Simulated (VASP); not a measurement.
# Al (Fm-3m) in VASP: further runs

The runs below take Al through single point, with r2SCAN.

All numbers are computed with VASP 6.6.1; they aren't measurements. Logs are shortened: lines on timing, memory, paths and dates and some standing lists are left out, and cuts for length are marked.

## Step 1: The cell of the first run

Symmetry: Fm-3m, No. 225, cubic system. Conventional cell: a = 3.981 Å, b = 3.981 Å, c = 3.981 Å, α = 90.00°, β = 90.00°, γ = 90.00°. Within 3.7 Å of Al (site symmetry m-3m) lie 12 Al at 2.81 Å.

## Step 2: Single point, r2SCAN

Contents of POSCAR:

```
Al
1.0
    0.0000000000      1.9904796400      1.9904796400
    1.9904796400      0.0000000000      1.9904796400
    1.9904796400      1.9904796400      0.0000000000
Al
1
Direct
    0.0000000000      0.0000000000      0.0000000000
```

Contents of INCAR.step1:

```
PREC     = Accurate       # precision mode
ENCUT    = 520            # plane-wave cutoff, eV
ISMEAR   = -1             # smearing method
SIGMA    = 0.05           # smearing width, eV
LREAL    = False          # projectors in reciprocal space
LASPH    = True           # aspherical terms in the spheres
NELM     = 60             # most SCF steps
NBANDS   = 8              # bands
GGA      = PE             # functional
ALGO     = Normal         # electronic algorithm
EDIFF    = 1E-4           # SCF threshold, eV
LWAVE    = True           # write WAVECAR
LCHARG   = False          # write CHGCAR
```

Contents of INCAR.step2:

```
PREC     = Accurate       # precision mode
ENCUT    = 520            # plane-wave cutoff, eV
EDIFF    = 1E-7           # SCF threshold, eV
ISMEAR   = -1             # smearing method
SIGMA    = 0.05           # smearing width, eV
LREAL    = False          # projectors in reciprocal space
LASPH    = True           # aspherical terms in the spheres
NELM     = 60             # most SCF steps
ALGO     = Normal         # electronic algorithm
ISIF     = 2              # what is computed and relaxed
LWAVE    = False          # write WAVECAR
LCHARG   = True           # write CHGCAR
METAGGA  = R2SCAN         # meta-GGA
LMIXTAU  = True         
LELF     = True           # ELF
LVHAR    = True         
NBANDS   = 8              # bands
ISTART   = 1
```

Contents of KPOINTS:

```
regular mesh
0
Gamma
  12 12 12
```

Potentials or basis: VASP PAW PBE potentials, release 64 (Al).

On the command line:

```sh
$ cat potpaw_PBE.64/Al/POTCAR > POTCAR
$ cp INCAR.step1 INCAR
$ mpirun -np 1 vasp_std > vasp.out
$ cp INCAR.step2 INCAR
$ mpirun -np 1 vasp_std > vasp.out
```

OUTCAR:

```text
PREC = Accurate
   ENCUT = 520
   EDIFF = 1E-7
   ISMEAR = -1
   LREAL = False
   LASPH = True
   NELM = 60
   ISIF = 2
   METAGGA = R2SCAN
   ISTART = 1

 ion  position               nearest neighbor table
   1  0.000  0.000  0.000-

  LATTYP: Found a face centered cubic cell.
 ALAT       =     3.9809592800

  Lattice vectors:

 A1 = (   0.0000000000,   1.9904796400,   1.9904796400)
 A2 = (   1.9904796400,   0.0000000000,   1.9904796400)
 A3 = (   1.9904796400,   1.9904796400,   0.0000000000)

Analysis of symmetry for initial positions (statically):
=====================================================================
 Subroutine PRICEL returns:
 Original cell was already a primitive cell.

 Routine SETGRP: Setting up the symmetry group for a
 face centered cubic supercell.

 Subroutine GETGRP returns: Found 48 space group operations
 (whereof 48 operations were pure point group operations)
 out of a pool of 48 trial point group operations.

The static configuration has the point symmetry O_h .

Analysis of symmetry for dynamics (positions and initial velocities):
=====================================================================
 Subroutine PRICEL returns:
 Original cell was already a primitive cell.

 Routine SETGRP: Setting up the symmetry group for a
 face centered cubic supercell.

 Subroutine GETGRP returns: Found 48 space group operations
 (whereof 48 operations were pure point group operations)
 out of a pool of 48 trial point group operations.

The dynamic configuration has the point symmetry O_h .

 Subroutine INISYM returns: Found 48 space group operations
 (whereof 48 operations are pure point group operations),
 and found     1 'primitive' translations

----------------------------------------------------------------------------------------

                                     Primitive cell

  volume of cell :      15.7726

  direct lattice vectors                    reciprocal lattice vectors
     0.000000000  1.990479640  1.990479640    -0.251195737  0.251195737  0.251195737
     1.990479640  0.000000000  1.990479640     0.251195737 -0.251195737  0.251195737
     1.990479640  1.990479640  0.000000000     0.251195737  0.251195737 -0.251195737

  length of vectors
     2.814963303  2.814963303  2.814963303     0.435083779  0.435083779  0.435083779

  position of ions in fractional coordinates (direct lattice)
     0.000000000  0.000000000  0.000000000

  ion indices of the primitive-cell ions
   primitive index   ion index
                 1           1

----------------------------------------------------------------------------------------

 KPOINTS: regular mesh

Automatic generation of k-mesh.
 Grid dimensions read from file:
 generate k-points for:   12   12   12

 Generating k-lattice:

  Cartesian coordinates                     Fractional coordinates (reciprocal lattice)
    -0.020932978  0.020932978  0.020932978     0.083333333  0.000000000  0.000000000
     0.020932978 -0.020932978  0.020932978     0.000000000  0.083333333  0.000000000
     0.020932978  0.020932978 -0.020932978     0.000000000  0.000000000  0.083333333

  Length of vectors
     0.036256982  0.036256982  0.036256982

  Shift w.r.t. Gamma in fractional coordinates (k-lattice)
     0.000000000  0.000000000  0.000000000

 Subroutine IBZKPT returns following result:
 ===========================================

 Found     72 irreducible k-points:

 Following reciprocal coordinates:
            Coordinates               Weight
  0.000000  0.000000  0.000000      1.000000
  0.083333  0.000000  0.000000      8.000000
  0.166667  0.000000  0.000000      8.000000
  0.250000  0.000000  0.000000      8.000000
  0.333333  0.000000  0.000000      8.000000
  0.416667  0.000000  0.000000      8.000000
[... 16 lines left out ...]
  0.500000  0.166667  0.000000     24.000000
 -0.416667  0.166667  0.000000     24.000000
 [... further k-points ...]
   k-points           NKPTS =     72   k-points in BZ     NKDIM =     72   number of bands    NBANDS=      8
   number of dos      NEDOS =    301   number of ions     NIONS =      1
   total plane-waves  NPLWV =  13824
   dimension x,y,z NGX =    24 NGY =   24 NGZ =   24
   dimension x,y,z NGXF=    48 NGYF=   48 NGZF=   48
   ions per type =               1
   NGX,Y,Z   is equivalent  to a cutoff of  14.17, 14.17, 14.17 a.u.
   NGXF,Y,Z  is equivalent  to a cutoff of  28.35, 28.35, 28.35 a.u.
 SYSTEM =  unknown system
   PREC   = accura    normal or accurate (medium, high low for compatibility)
   ISTART =      1    job   : 0-new  1-cont  2-samecut
   ICHARG =      0    charge: 1-file 2-atom 10-const
   ISPIN  =      1    spin polarized calculation?
   LNONCOLLINEAR =      F non collinear calculations
   LSORBIT =      F    spin-orbit coupling
   LASPH  =      T    aspherical Exc in radial PAW
   ENCUT  =  520.0 eV  38.22 Ry    6.18 a.u.   5.23  5.23  5.23*2*pi/ulx,y,z
   NELM   =     60;   NELMIN=  2; NELMDL=  0     # of ELM steps
   EDIFF  = 0.1E-06   stopping-criterion for ELM
   LREAL  =      F    real-space projection
   EDIFFG = 0.1E-05   stopping-criterion for IOM
   NSW    =      0    number of steps for IOM
   IBRION =     -1    ionic relax: 0-MD 1-quasi-New 2-CG
   NFREE  =      0    steps in history (QN), initial steepest desc. (CG)
   ISIF   =      2    stress and relaxation
   ISYM   =      2    0-nonsym 1-usesym 2-fastsym
   POTIM  = 0.5000    time-step for ionic-motion
   TEBEG  =    0.0;   TEEND  =   0.0 temperature during run
   PSTRESS=    0.0 pullay stress
   NELECT =       3.0000    total number of electrons
   NUPDOWN=      -1.0000    fix difference up-down
   EMIN   =  10.00;   EMAX   =-10.00  energy-range for DOS
   EFERMI =   0.00;   METHOD = LEGACY
   ISMEAR =    -1;   SIGMA  =   0.05  broadening in eV -4-tet -1-fermi 0-gaus
   EFERMI_NEDOS =   21; number of points for ismear=-14 and -15
   IALGO  =     38    algorithm
   IMIX   =      4    mixing-type and parameters
     AMIX     =   0.40;   BMIX     =  1.00
     AMIX_MAG =   1.60;   BMIX_MAG =  1.00
  volume/ion in A,a.u.               =      15.77       106.44
  Fermi-wavevector in a.u.,A,eV,Ry     =   0.941487  1.779152 12.060166  0.886397
  Thomas-Fermi vector in A             =   2.069002
   LORBIT       =      0    0 simple, 1 ext, 2 COOP (PROOUT), +10 PAW based schemes
   METAGGA = R2SCAN    functional components
   LHFCALC =     F    Hartree Fock is set to
   AEXX    =    0.0000 exact exchange contribution
   IVDW    =     0    specifies the selected vdW correction
   LEPSILON=     F    determine dielectric tensor
   LRPA    =     F    only Hartree local field effects (RPA)
 non-spin polarized calculation
  energy-cutoff  :      520.00
  volume of cell :       15.77
 maximum number of plane-waves:       444
 NGX is ok and might be reduce to    24
   NGX = 11   NGY = 11   NGZ = 11

 number of electron       3.0000000 magnetization

 Free energy of the ion-electron system (eV)
  ---------------------------------------------------
  ext. energy  EPLUGINS =         0.00000000
  ---------------------------------------------------
  free energy    TOTEN  =        -6.74438083 eV

  energy without entropy =       -6.74021329  energy(sigma->0) =       -6.74229706

 E-fermi :   8.3719     XC(G=0): -11.0745

 val. band max:        8.2306992216   @ k =   0.5000   0.2500   0.0833
 cond. band min:       8.3880568684   @ k =  -0.4167   0.4167   0.0833
 fundamental gap:      0.1573576468
 Fermi energy:         8.3718629547

 k-point     1 :       0.0000    0.0000    0.0000
  band No.  band energies     occupation
      1      -3.6674      2.00000
      2      22.0749      0.00000
      3      22.0749      0.00000
      4      22.0749      0.00000
      5      24.3470      0.00000
      6      24.3470      0.00000
      7      24.3470      0.00000
      8      26.1875      0.00000

 k-point     2 :       0.0833    0.0000    0.0000
  band No.  band energies     occupation
      1      -3.4608      2.00000
      2      19.3717      0.00000
      3      21.5929      0.00000
      4      21.5929      0.00000
      5      24.8136      0.00000
      6      25.1569      0.00000
      7      25.1569      0.00000
      8      28.2778      0.00000

 k-point     3 :       0.1667    0.0000    0.0000
  band No.  band energies     occupation
      1      -2.8431      2.00000
      2      15.7299      0.00000
      3      20.9077      0.00000
      4      20.9077      0.00000
      5      24.5293      0.00000
      6      26.2713      0.00000
      7      26.2713      0.00000
      8      27.2299      0.00000

 k-point     4 :       0.2500    0.0000    0.0000
  band No.  band energies     occupation
      1      -1.8197      2.00000
      2      12.2479      0.00000
      3      20.4546      0.00000
      4      20.4546      0.00000
      5      24.2383      0.00000
      6      24.6903      0.00000
      7      24.6903      0.00000
      8      29.0541      0.00000

 k-point     5 :       0.3333    0.0000    0.0000
  band No.  band energies     occupation
      1      -0.3999      2.00000
      2       9.0446      0.00000
      3      20.3081      0.00000
      4      20.3081      0.00000
      5      23.1694      0.00000
      6      23.1694      0.00000
      7      24.1782      0.00000
      8      27.5237      0.00000
[... 177 lines left out ...]
 k-point    22 :       0.4167    0.1667    0.0000
  band No.  band energies     occupation
      1       0.8706      2.00000
      2       8.7022      0.00270
      3      16.4382      0.00000
      4      17.2219      0.00000
      5      19.1490      0.00000
      6      26.9925      0.00000
      7      27.0577      0.00000
      8      30.2579      0.00000

 k-point    23 :       0.5000    0.1667    0.0000
  band No.  band energies     occupation
      1       2.7770      2.00000
      2       5.9703      2.00000
      3      15.3037      0.00000
      4      17.5212      0.00000
      5      19.5005      0.00000
      6      25.9941      0.00000
      7      28.7123      0.00000
      8      30.5816      0.00000

 k-point    24 :      -0.4167    0.1667    0.0000
  band No.  band energies     occupation
      1       3.4751      2.00000
      2       5.1497      2.00000
      3      14.5262      0.00000
      4      18.1709      0.00000
      5      20.2180      0.00000
      6      25.2385      0.00000
      7      28.3093      0.00000
      8      31.3556      0.00000

 [... further k-points ...]
[... 5 lines left out ...]
  --------------------------------------------------------------------------------------
  -------------------------------------------------------------------------------------
  Total        0.0676410      0.0676410      0.0676410     -0.0000000      0.0000000      0.0000000
  in kB        6.8709628      6.8709628      6.8709628     -0.0000000      0.0000000      0.0000000
  external PRESSURE =       6.8709628 kB  Pullay stress =       0.0000000 kB

 VOLUME and BASIS-vectors are now :
 -----------------------------------------------------------------------------
  energy-cutoff  :      520.00
  volume of cell :       15.77
      direct lattice vectors                 reciprocal lattice vectors
     0.000000000  1.990479640  1.990479640    -0.251195737  0.251195737  0.251195737
     1.990479640  0.000000000  1.990479640     0.251195737 -0.251195737  0.251195737
     1.990479640  1.990479640  0.000000000     0.251195737  0.251195737 -0.251195737

 POSITION                                       TOTAL-FORCE (eV/Angst)
 -----------------------------------------------------------------------------------
      0.00000      0.00000      0.00000         0.000000      0.000000      0.000000
 -----------------------------------------------------------------------------------
    total drift:                               -0.000000      0.000000      0.000000

  FREE ENERGIE OF THE ION-ELECTRON SYSTEM (eV)
  ---------------------------------------------------
  free  energy   TOTEN  =        -6.7443808253 eV

  energy  without entropy=       -6.7402132858  energy(sigma->0) =       -6.74229706
```

Wall time 19 s (1 thread of Intel Xeon 6975P-C, shared host); peak memory 0.14 GiB.

Results:

```yaml
Free_energy: -6.7444 eV
Pressure: 0.7 GPa
```

Caveat: the PAW data sets were made with another functional, which shifts forces and pressure a little.

## Step 3: Single point, r2SCAN

This run uses another cell than the first one, of 16.27 Å³/atom, 1.032 times its volume.

Contents of POSCAR:

```
Al
1.0
    0.0000000000      2.0112152952      2.0112152952
    2.0112152952      0.0000000000      2.0112152952
    2.0112152952      2.0112152952      0.0000000000
Al
1
Direct
    0.0000000000      0.0000000000      0.0000000000
```

Contents of INCAR.step1:

```
ALGO = Normal ; EDIFF = 1E-4
ENCUT = 520 ; GGA = PE
ISMEAR = -1 ; LASPH = True
LCHARG = False ; LREAL = False
LWAVE = True ; NBANDS = 8
NELM = 100 ; PREC = Accurate
SIGMA = 0.05
```

Contents of INCAR.step2:

```
ALGO = Normal ; EDIFF = 1E-7
ENCUT = 520 ; ISIF = 2
ISMEAR = -1 ; ISTART = 1
LASPH = True ; LCHARG = False
LMIXTAU = True ; LREAL = False
LWAVE = False ; METAGGA = R2SCAN
NBANDS = 8 ; NELM = 100
PREC = Accurate ; SIGMA = 0.05
```

Contents of KPOINTS:

```
k-points
0
Gamma
  12 12 12
```

Potentials or basis: VASP PAW PBE potentials, release 64 (Al).

On the command line:

```sh
$ cat potpaw_PBE.64/Al/POTCAR > POTCAR
$ cp INCAR.step1 INCAR
$ mpirun -np 1 vasp_std > vasp.out
$ cp INCAR.step2 INCAR
$ mpirun -np 1 vasp_std > vasp.out
```

It took 21 s on 1 thread of Intel Xeon 6975P-C, shared host; peak memory 0.14 GiB.

It converged, with:

```yaml
Free_energy: -6.7422 eV
Pressure: -2.0 GPa
```

Levels at points of the mesh, in eV from the Fermi level:
```
           k point  band 1  band 2  band 3  band 4  band 5  band 6
(0.00, 0.00, 0.00)  -11.82   13.52   13.52   13.52   15.54   15.54
(0.50, 0.00, 0.00)   -4.93   -4.43   12.27   12.27   12.59   12.59
(0.50, 0.50, 0.00)   -3.07   -1.53    5.59    6.19    6.19   10.17
```

Caveat: the PAW data sets were made with another functional, which shifts forces and pressure a little.

## Step 4: Single point, r2SCAN

This run uses another cell than the first one, of 16.77 Å³/atom, 1.063 times its volume.

Contents of POSCAR:

```
Al
1.0
    0.0000000000      2.0315319763      2.0315319763
    2.0315319763      0.0000000000      2.0315319763
    2.0315319763      2.0315319763      0.0000000000
Al
1
Direct
    0.0000000000      0.0000000000      0.0000000000
```

Contents of INCAR.step1:

```
SYSTEM = Al
PREC = Accurate
ENCUT = 520
ISMEAR = -1
SIGMA = 0.05
LREAL = .False.
LASPH = .True.
NELM = 60
NBANDS = 8
GGA = PE
ALGO = Normal
EDIFF = 1E-4
LWAVE = .True.
LCHARG = .False.
```

Contents of INCAR.step2:

```
SYSTEM = Al
PREC = Accurate
ENCUT = 520
EDIFF = 1E-7
ISMEAR = -1
SIGMA = 0.05
LREAL = .False.
LASPH = .True.
NELM = 60
ALGO = Normal
ISIF = 2
LWAVE = .False.
LCHARG = .False.
METAGGA = R2SCAN
LMIXTAU = .True.
NBANDS = 8
ISTART = 1
```

Contents of KPOINTS:

```
regular mesh
0
Gamma
  12 12 12
  0 0 0
```

On the command line:

```sh
$ cat potpaw_PBE.64/Al/POTCAR > POTCAR
$ cp INCAR.step1 INCAR
$ mpirun -np 1 vasp_std > vasp.out
$ cp INCAR.step2 INCAR
$ mpirun -np 1 vasp_std > vasp.out
```

It took 18 s on 1 thread of Intel Xeon 6975P-C, shared host; peak memory 0.14 GiB.

The run converged. Its results:

* Free energy: -6.7323 eV
* Pressure: -4.3 GPa

Levels at points of the mesh, in eV from the Fermi level:
| k point | band 1 | band 2 | band 3 | band 4 |
| --- | --- | --- | --- | --- |
| (0.00, 0.00, 0.00) | -11.60 | 13.36 | 13.36 | 13.36 |
| (0.50, 0.00, 0.00) | -4.81 | -4.39 | 12.13 | 12.13 |
| (0.50, 0.50, 0.00) | -3.00 | -1.52 | 5.59 | 6.05 |

Caveat: the PAW data sets were made with another functional, which shifts forces and pressure a little.

[end of part 1 of 2]
